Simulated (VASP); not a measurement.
# MoS (F-43m) in VASP: settings compared

The runs below take MoS through single point, with r2SCAN, r2SCAN+D3(BJ).

All numbers are computed with VASP 6.6.1; they aren't measurements. Logs are shortened: lines on timing, memory, paths and dates and some standing lists are left out, and cuts for length are marked.

## 1. The cell of the first run

It takes space group F-43m (No. 216, cubic). Conventional cell: a = 5.355 Å, b = 5.355 Å, c = 5.355 Å, α = 90.00°, β = 90.00°, γ = 90.00°. Mo (site symmetry -43m) has 4 S at 2.32 Å within 3.1 Å. Within 3.1 Å of S (site symmetry -43m) lie 4 Mo at 2.32 Å.

## 2. Single point, r2SCAN, collinear spin (19.20 Å³/atom)

POSCAR reads:

```
MoS
1.0
    0.0000000000      2.6776536121      2.6776536121
    2.6776536121      0.0000000000      2.6776536121
    2.6776536121      2.6776536121      0.0000000000
Mo S
1 1
Direct
    0.0000000000      0.0000000000      0.0000000000
    0.2500000000      0.2500000000      0.2500000000
```

INCAR.step1 reads:

```
PREC = Accurate ; ENCUT = 520
ISMEAR = 0 ; SIGMA = 0.05
LREAL = False ; LASPH = True
NELM = 150 ; ISPIN = 2
MAGMOM = 0.89 0 ; LMAXMIX = 4
NBANDS = 21 ; GGA = PE
ALGO = Normal ; EDIFF = 1E-4
LWAVE = True ; LCHARG = False
```

INCAR.step2 reads:

```
PREC = Accurate ; ENCUT = 520
EDIFF = 1E-7 ; ISMEAR = 0
SIGMA = 0.05 ; LREAL = False
LASPH = True ; NELM = 150
ALGO = Normal ; ISIF = 2
LWAVE = False ; LCHARG = False
ISPIN = 2 ; MAGMOM = 0.89 0
LORBIT = 11 ; LMAXMIX = 4
METAGGA = R2SCAN ; LMIXTAU = True
NBANDS = 21 ; ISTART = 1
```

KPOINTS reads:

```
regular mesh
0
Gamma
  12 12 12
```

Potentials or basis: VASP PAW PBE potentials, release 64 (Mo_sv, S).

Started as:

```
$ cat potpaw_PBE.64/Mo_sv/POTCAR potpaw_PBE.64/S/POTCAR > POTCAR
$ cp INCAR.step1 INCAR
$ mpirun -np 1 vasp_std > vasp.out
$ cp INCAR.step2 INCAR
$ mpirun -np 1 vasp_std > vasp.out
```

OUTCAR:

```text
PREC = Accurate
   ENCUT = 520
   EDIFF = 1E-7
   ISMEAR = 0
   LREAL = False
   LASPH = True
   NELM = 150
   ISIF = 2
   ISPIN = 2
   LORBIT = 11
   METAGGA = R2SCAN
   ISTART = 1

 ion  position               nearest neighbor table
   1  0.000  0.000  0.000-   2 2.32   2 2.32   2 2.32   2 2.32
   2  0.250  0.250  0.250-   1 2.32   1 2.32   1 2.32   1 2.32

  LATTYP: Found a face centered cubic cell.
 ALAT       =     5.3553072242

  Lattice vectors:

 A1 = (   0.0000000000,   2.6776536121,   2.6776536121)
 A2 = (   2.6776536121,   0.0000000000,   2.6776536121)
 A3 = (   2.6776536121,   2.6776536121,   0.0000000000)

Analysis of symmetry for initial positions (statically):
=====================================================================
 Subroutine PRICEL returns:
 Original cell was already a primitive cell.

 Routine SETGRP: Setting up the symmetry group for a
 face centered cubic supercell.

 Subroutine GETGRP returns: Found 24 space group operations
 (whereof 24 operations were pure point group operations)
 out of a pool of 48 trial point group operations.

The static configuration has the point symmetry T_d .

Analysis of symmetry for dynamics (positions and initial velocities):
=====================================================================
 Subroutine PRICEL returns:
 Original cell was already a primitive cell.

 Routine SETGRP: Setting up the symmetry group for a
 face centered cubic supercell.

 Subroutine GETGRP returns: Found 24 space group operations
 (whereof 24 operations were pure point group operations)
 out of a pool of 48 trial point group operations.

The dynamic configuration has the point symmetry T_d .

Analysis of structural, dynamic, and magnetic symmetry:
=====================================================================
 Subroutine PRICEL returns:
 Original cell was already a primitive cell.

 Routine SETGRP: Setting up the symmetry group for a
 face centered cubic supercell.

 Subroutine GETGRP returns: Found 24 space group operations
 (whereof 24 operations were pure point group operations)
 out of a pool of 48 trial point group operations.

The overall configuration has the point symmetry T_d .

 Subroutine INISYM returns: Found 24 space group operations
 (whereof 24 operations are pure point group operations),
 and found     1 'primitive' translations

----------------------------------------------------------------------------------------

                                     Primitive cell

  volume of cell :      38.3966

  direct lattice vectors                    reciprocal lattice vectors
     0.000000000  2.677653612  2.677653612    -0.186730650  0.186730650  0.186730650
     2.677653612  0.000000000  2.677653612     0.186730650 -0.186730650  0.186730650
     2.677653612  2.677653612  0.000000000     0.186730650  0.186730650 -0.186730650

  length of vectors
     3.786774054  3.786774054  3.786774054     0.323426973  0.323426973  0.323426973

  position of ions in fractional coordinates (direct lattice)
     0.000000000  0.000000000  0.000000000
     0.250000000  0.250000000  0.250000000

  ion indices of the primitive-cell ions
   primitive index   ion index
                 1           1
                 2           2

----------------------------------------------------------------------------------------

 KPOINTS: regular mesh

Automatic generation of k-mesh.
 Grid dimensions read from file:
 generate k-points for:   12   12   12

 Generating k-lattice:

  Cartesian coordinates                     Fractional coordinates (reciprocal lattice)
    -0.015560888  0.015560888  0.015560888     0.083333333  0.000000000  0.000000000
     0.015560888 -0.015560888  0.015560888     0.000000000  0.083333333  0.000000000
     0.015560888  0.015560888 -0.015560888     0.000000000  0.000000000  0.083333333

  Length of vectors
     0.026952248  0.026952248  0.026952248

  Shift w.r.t. Gamma in fractional coordinates (k-lattice)
     0.000000000  0.000000000  0.000000000

 Subroutine IBZKPT returns following result:
[... 56 lines left out ...]
  band No.  band energies     occupation
      1     -54.8450      1.00000
      2     -28.3925      1.00000
      3     -28.3219      1.00000
      4     -28.3069      1.00000
      5      -6.9541      1.00000
      6       1.7348      1.00000
[... 13 lines left out ...]
     20      22.5663      0.00000
     21      25.8448      0.00000

 [... further k-points ...]

 spin component 2

 k-point     1 :       0.0000    0.0000    0.0000
  band No.  band energies     occupation
      1     -54.8526      1.00000
      2     -28.2869      1.00000
      3     -28.2869      1.00000
      4     -28.2869      1.00000
      5      -7.8381      1.00000
      6       1.9339      1.00000
[... 13 lines left out ...]
     20      22.4761      0.00000
     21      23.3381      0.00000

 k-point     2 :       0.0833    0.0000    0.0000
  band No.  band energies     occupation
      1     -54.8522      1.00000
      2     -28.2947      1.00000
      3     -28.2880      1.00000
      4     -28.2880      1.00000
      5      -7.7846      1.00000
      6       1.8629      1.00000
[... 13 lines left out ...]
     20      21.9719      0.00000
     21      23.9810      0.00000

 k-point     3 :       0.1667    0.0000    0.0000
  band No.  band energies     occupation
      1     -54.8509      1.00000
      2     -28.3157      1.00000
      3     -28.2910      1.00000
      4     -28.2910      1.00000
      5      -7.6379      1.00000
      6       1.7049      1.00000
[... 13 lines left out ...]
     20      22.0639      0.00000
     21      24.9413      0.00000
[... 457 lines left out ...]
 k-point    23 :       0.5000    0.1667    0.0000
  band No.  band energies     occupation
      1     -54.8453      1.00000
      2     -28.3916      1.00000
      3     -28.3187      1.00000
      4     -28.3090      1.00000
      5      -6.9670      1.00000
      6       1.6091      1.00000
[... 13 lines left out ...]
     20      22.9040      0.00000
     21      25.5292      0.00000

 k-point    24 :      -0.4167    0.1667    0.0000
  band No.  band energies     occupation
      1     -54.8452      1.00000
      2     -28.3927      1.00000
      3     -28.3220      1.00000
      4     -28.3071      1.00000
      5      -6.9540      1.00000
      6       1.7348      1.00000
[... 13 lines left out ...]
     20      22.5663      0.00000
     21      25.8447      0.00000

 [... further k-points ...]

------------------------ aborting loop because EDIFF is reached ----------------------------------------

  FORCE on cell =-STRESS in cart. coord.  units (eV):
  Direction    XX          YY          ZZ          XY          YZ          ZX
  --------------------------------------------------------------------------------------
  -------------------------------------------------------------------------------------
  Total       -0.7737232     -0.7737232     -0.7737232     -0.0000000     -0.0000000     -0.0000000
  in kB      -32.2851650    -32.2851650    -32.2851650     -0.0000000     -0.0000000     -0.0000000
  external PRESSURE =     -32.2851650 kB  Pullay stress =       0.0000000 kB

 VOLUME and BASIS-vectors are now :
 -----------------------------------------------------------------------------
  energy-cutoff  :      520.00
  volume of cell :       38.40
      direct lattice vectors                 reciprocal lattice vectors
     0.000000000  2.677653612  2.677653612    -0.186730650  0.186730650  0.186730650
     2.677653612  0.000000000  2.677653612     0.186730650 -0.186730650  0.186730650
     2.677653612  2.677653612  0.000000000     0.186730650  0.186730650 -0.186730650

 POSITION                                       TOTAL-FORCE (eV/Angst)
 -----------------------------------------------------------------------------------
      0.00000      0.00000      0.00000         0.000000      0.000000      0.000000
      1.33883      1.33883      1.33883        -0.000000     -0.000000     -0.000000
 -----------------------------------------------------------------------------------
    total drift:                               -0.000000     -0.000000     -0.000000

  FREE ENERGIE OF THE ION-ELECTRON SYSTEM (eV)
  ---------------------------------------------------
  free  energy   TOTEN  =       -34.1976432626 eV

  energy  without entropy=      -34.1948316413  energy(sigma->0) =      -34.19623745

 total charge

# of ion       s       p       d       tot
------------------------------------------
    1        2.258   6.128   4.135  12.520
    2        1.304   2.425   0.000   3.729
--------------------------------------------------
tot          3.562   8.553   4.135  16.250

 magnetization (x)

# of ion       s       p       d       tot
------------------------------------------
    1       -0.000  -0.000  -0.000  -0.000
    2        0.000   0.000   0.000   0.000
--------------------------------------------------
tot          0.000   0.000  -0.000  -0.000
```

Wall time 13 min (1 thread of Intel Xeon 8259CL, shared host); peak memory 0.25 GiB.

What came out:

| Property | Result |
| --- | --- |
| Free energy | -34.1976 eV |
| Pressure | -3.2 GPa |
| Band gap on the k mesh | zero (filled and empty bands overlap) |
| Net moment | 0.00 μB per cell |
| Valence electrons inside the program's atomic spheres | Mo 12.52; S 3.73 |

Caveat: the cell stands under tension; the PAW data sets were made with another functional, which shifts forces and pressure a little.

## 3. Single point, r2SCAN, collinear spin

POSCAR is that of step 2.

INCAR.step1 reads:

```
SYSTEM = MoS
PREC = Accurate ; ENCUT = 520
ISMEAR = 0 ; SIGMA = 0.05
LREAL = .FALSE. ; LASPH = .TRUE.
NELM = 150 ; ISPIN = 2
MAGMOM = 0.9 0 ; LMAXMIX = 4
NBANDS = 21 ; GGA = PE
ALGO = Normal ; EDIFF = 1E-4
LWAVE = .TRUE. ; LCHARG = .FALSE.
```

INCAR.step2 reads:

```
SYSTEM = MoS
PREC = Accurate ; ENCUT = 520
EDIFF = 1E-6 ; ISMEAR = 0
SIGMA = 0.05 ; LREAL = .FALSE.
LASPH = .TRUE. ; NELM = 150
ALGO = Normal ; ISIF = 2
LWAVE = .FALSE. ; LCHARG = .TRUE.
ISPIN = 2 ; MAGMOM = 0.9 0
LORBIT = 11 ; LMAXMIX = 4
METAGGA = R2SCAN ; LMIXTAU = .TRUE.
LELF = .TRUE. ; LVHAR = .TRUE.
NBANDS = 21 ; ISTART = 1
```

KPOINTS reads:

```
regular mesh
0
G
  12 12 12
  0 0 0
```

Potentials or basis: VASP PAW PBE potentials, release 64 (Mo_sv, S).

Started as:

```
$ cat potpaw_PBE.64/Mo_sv/POTCAR potpaw_PBE.64/S/POTCAR > POTCAR
$ cp INCAR.step1 INCAR
$ mpirun -np 1 vasp_std > vasp.out
$ cp INCAR.step2 INCAR
$ mpirun -np 1 vasp_std > vasp.out
```

Run time: 7.7 min. Hardware: 1 thread of Intel Xeon 8259CL, shared host; peak memory 0.25 GiB.

It converged, with:

- Free energy: -34.1976 eV
- Pressure: -3.2 GPa
- Band gap on the k mesh: zero (filled and empty bands overlap)
- Net moment: -0.01 μB per cell
- Valence electrons inside the program's atomic spheres: Mo 12.52; S 3.73

Levels at points of the mesh, in eV from the Fermi level:
Spin up:
| k point | band 7 | band 8 | band 9 | band 10 | band 11 | band 12 | band 13 | band 14 |
| --- | --- | --- | --- | --- | --- | --- | --- | --- |
| (0.00, 0.00, 0.00) | -6.01 | -6.01 | -0.78 | -0.78 | 1.83 | 4.61 | 4.61 | 4.61 |
| (0.50, 0.00, 0.00) | -5.55 | -5.55 | -0.27 | -0.27 | 0.05 | 2.47 | 2.47 | 4.53 |
| (0.50, 0.50, 0.00) | -4.65 | -4.65 | -1.75 | 0.11 | 0.43 | 0.94 | 0.94 | 7.35 |
Spin down:
| k point | band 8 | band 9 | band 10 | band 11 | band 12 | band 13 |
| --- | --- | --- | --- | --- | --- | --- |
| (0.00, 0.00, 0.00) | -6.01 | -0.79 | -0.79 | 1.83 | 4.60 | 4.60 |
| (0.50, 0.00, 0.00) | -5.55 | -0.28 | -0.28 | 0.05 | 2.47 | 2.47 |
| (0.50, 0.50, 0.00) | -4.65 | -1.75 | 0.10 | 0.42 | 0.94 | 0.94 |

Caveat: the cell stands under tension; the PAW data sets were made with another functional, which shifts forces and pressure a little.

## 4. Single point, r2SCAN+D3(BJ), collinear spin

POSCAR is that of step 3.

INCAR.step1 reads:

```
SYSTEM = MoS
PREC     = Accurate       ! precision mode
ENCUT    = 520            ! plane-wave cutoff, eV
ISMEAR   = 0              ! smearing method
SIGMA    = 0.05           ! smearing width, eV
LREAL    = .False.        ! projectors in reciprocal space
LASPH    = .True.         ! aspherical terms in the spheres
NELM     = 150            ! most SCF steps
ISPIN    = 2              ! spin polarisation
MAGMOM   = 3 0            ! initial moments
LMAXMIX  = 4              ! l up to which the mixer works
NBANDS   = 21             ! bands
GGA      = PE             ! functional
ALGO     = Normal         ! electronic algorithm
EDIFF    = 1E-4           ! SCF threshold, eV
LWAVE    = .True.         ! write WAVECAR
LCHARG   = .False.        ! write CHGCAR
```

INCAR.step2 reads:

```
SYSTEM = MoS
PREC     = Accurate       ! precision mode
ENCUT    = 520            ! plane-wave cutoff, eV
EDIFF    = 1E-6           ! SCF threshold, eV
ISMEAR   = 0              ! smearing method
SIGMA    = 0.05           ! smearing width, eV
LREAL    = .False.        ! projectors in reciprocal space
LASPH    = .True.         ! aspherical terms in the spheres
NELM     = 150            ! most SCF steps
ALGO     = Normal         ! electronic algorithm
ISIF     = 2              ! what is computed and relaxed
LWAVE    = .False.        ! write WAVECAR
LCHARG   = .False.        ! write CHGCAR
ISPIN    = 2              ! spin polarisation
MAGMOM   = 3 0            ! initial moments
LORBIT   = 11             ! projections on sites
LMAXMIX  = 4              ! l up to which the mixer works
METAGGA  = R2SCAN         ! meta-GGA
LMIXTAU  = .True.       
IVDW     = 12             ! dispersion correction
VDW_S6   = 1.0          
VDW_S8   = 0.78981345   
VDW_A1   = 0.49484001   
VDW_A2   = 5.73083694   
NBANDS   = 21             ! bands
ISTART   = 1
```

KPOINTS reads:

```
Automatic mesh
0
Gamma
  12 12 12
  0 0 0
```

Started as:

```
$ cat potpaw_PBE.64/Mo_sv/POTCAR potpaw_PBE.64/S/POTCAR > POTCAR
$ cp INCAR.step1 INCAR
$ mpirun -np 1 vasp_std > vasp.out
$ cp INCAR.step2 INCAR
$ mpirun -np 1 vasp_std > vasp.out
```

Wall time 8.8 min (1 thread of Intel Xeon 8259CL, shared host); peak memory 0.26 GiB.

The run converged. Its results:

| Property | Result |
| --- | --- |
| Free energy | -34.7209 eV |
| Pressure | -5.4 GPa |
| Band gap on the k mesh | zero (filled and empty bands overlap) |
| Net moment | 0.00 μB per cell |
| Valence electrons inside the program's atomic spheres | Mo 12.52; S 3.73 |
| Dispersion energy per atom | -0.262 eV |

Levels at points of the mesh, in eV from the Fermi level:
Spin up:
```
           k point  band 7  band 8  band 9  band 10  band 11  band 12  band 13  band 14
(0.00, 0.00, 0.00)   -6.01   -6.01   -0.78    -0.78     1.83     4.60     4.60     4.60
(0.50, 0.00, 0.00)   -5.55   -5.55   -0.28    -0.28     0.05     2.47     2.47     4.53
(0.50, 0.50, 0.00)   -4.65   -4.65   -1.75     0.10     0.43     0.94     0.94     7.35
```
Spin down:
```
           k point  band 7  band 8  band 9  band 10  band 11  band 12  band 13  band 14
(0.00, 0.00, 0.00)   -6.01   -6.01   -0.79    -0.79     1.83     4.60     4.60     4.60
(0.50, 0.00, 0.00)   -5.55   -5.55   -0.28    -0.28     0.05     2.47     2.47     4.52
(0.50, 0.50, 0.00)   -4.65   -4.65   -1.75     0.10     0.42     0.94     0.94     7.35
```

Caveat: the cell stands under tension; the PAW data sets were made with another functional, which shifts forces and pressure a little.

## 5. Single point, r2SCAN, collinear spin (19.58 Å³/atom)

This run uses another cell than the first one, of 19.58 Å³/atom.

POSCAR reads:

```
MoS
1.0
    0.0000000000      2.6953869343      2.6953869343
    2.6953869343      0.0000000000      2.6953869343
    2.6953869343      2.6953869343      0.0000000000
Mo S
1 1
Direct
    0.0000000000      0.0000000000      0.0000000000
    0.2500000000      0.2500000000      0.2500000000
```

INCAR.step1 reads:

```
SYSTEM = MoS
ALGO = Normal
EDIFF = 1E-4
ENCUT = 520
GGA = PE
ISMEAR = 0
ISPIN = 2
LASPH = .True.
LCHARG = .False.
LMAXMIX = 4
LREAL = .False.
LWAVE = .True.
MAGMOM = 0.9 0
NBANDS = 21
NELM = 150
PREC = Accurate
SIGMA = 0.05
```

INCAR.step2 reads:

```
SYSTEM = MoS
ALGO = Normal
EDIFF = 1E-6
ENCUT = 520
ISIF = 2
ISMEAR = 0
ISPIN = 2
ISTART = 1
LASPH = .True.
LCHARG = .True.
LELF = .True.
LMAXMIX = 4
LMIXTAU = .True.
LORBIT = 11
LREAL = .False.
LVHAR = .True.
LWAVE = .False.
MAGMOM = 0.9 0
METAGGA = R2SCAN
NBANDS = 21
NELM = 150
PREC = Accurate
SIGMA = 0.05
```

KPOINTS reads:

```
k-points
0
Gamma
  12 12 12
  0 0 0
```

Started as:

```
$ cat potpaw_PBE.64/Mo_sv/POTCAR potpaw_PBE.64/S/POTCAR > POTCAR
$ cp INCAR.step1 INCAR
$ mpirun -np 1 vasp_std > vasp.out
$ cp INCAR.step2 INCAR
$ mpirun -np 1 vasp_std > vasp.out
```

Wall time 7.7 min (1 thread of Intel Xeon 8259CL, shared host); peak memory 0.25 GiB.

The run converged. Its results:

| Item | Value |
| --- | --- |
| Free energy | -34.1764 eV |
| Pressure | -5.7 GPa |
| Band gap on the k mesh | zero (filled and empty bands overlap) |
| Net moment | -0.01 μB per cell |
| Valence electrons inside the program's atomic spheres | Mo 12.48; S 3.72 |

Levels at points of the mesh, in eV from the Fermi level:
Spin up:
| k point | band 7 | band 8 | band 9 | band 10 | band 11 | band 12 | band 13 | band 14 |
| --- | --- | --- | --- | --- | --- | --- | --- | --- |
| (0.00, 0.00, 0.00) | -5.92 | -5.92 | -0.75 | -0.75 | 1.77 | 4.50 | 4.50 | 4.50 |
| (0.50, 0.00, 0.00) | -5.47 | -5.47 | -0.26 | -0.26 | 0.05 | 2.42 | 2.42 | 4.48 |
| (0.50, 0.50, 0.00) | -4.62 | -4.62 | -1.68 | 0.09 | 0.42 | 0.93 | 0.93 | 7.17 |
Spin down:
| k point | band 6 | band 7 | band 8 | band 9 | band 10 | band 11 | band 12 | band 13 | band 14 | band 15 |
| --- | --- | --- | --- | --- | --- | --- | --- | --- | --- | --- |
| (0.00, 0.00, 0.00) | -5.92 | -5.92 | -5.92 | -0.77 | -0.77 | 1.77 | 4.50 | 4.50 | 4.50 | 8.55 |
| (0.50, 0.00, 0.00) | -6.29 | -5.47 | -5.47 | -0.27 | -0.27 | 0.05 | 2.42 | 2.42 | 4.48 | 8.80 |
| (0.50, 0.50, 0.00) | -6.96 | -4.62 | -4.62 | -1.68 | 0.08 | 0.40 | 0.92 | 0.92 | 7.17 | 8.43 |

Caveat: the cell stands under tension; the PAW data sets were made with another functional, which shifts forces and pressure a little.

## 6. Summary

| level | cell | gap on the mesh (eV) | pressure (GPa) | moment (μB) |
| --- | --- | --- | --- | --- |
| r2SCAN | a = 3.787 Å, angles 60.0°, 2 atoms | none | -3.2 | 0.01 |
| r2SCAN+D3(BJ) | a = 3.787 Å, angles 60.0°, 2 atoms | none | -5.4 | 0.00 |
| r2SCAN | a = 3.812 Å, angles 60.0°, 2 atoms | none | -5.7 | 0.01 |

Alike in all rows: task single point; potentials or basis VASP PAW PBE potentials, release 64 (Mo_sv, S); spin collinear; k mesh 12 × 12 × 12; cutoff (eV) 520; smearing gaussian 0.05 eV.

Caveats: the cell stands under tension; the PAW data sets were made with another functional, which shifts forces and pressure a little.

Absolute energies hang on the potentials; compare differences alone.
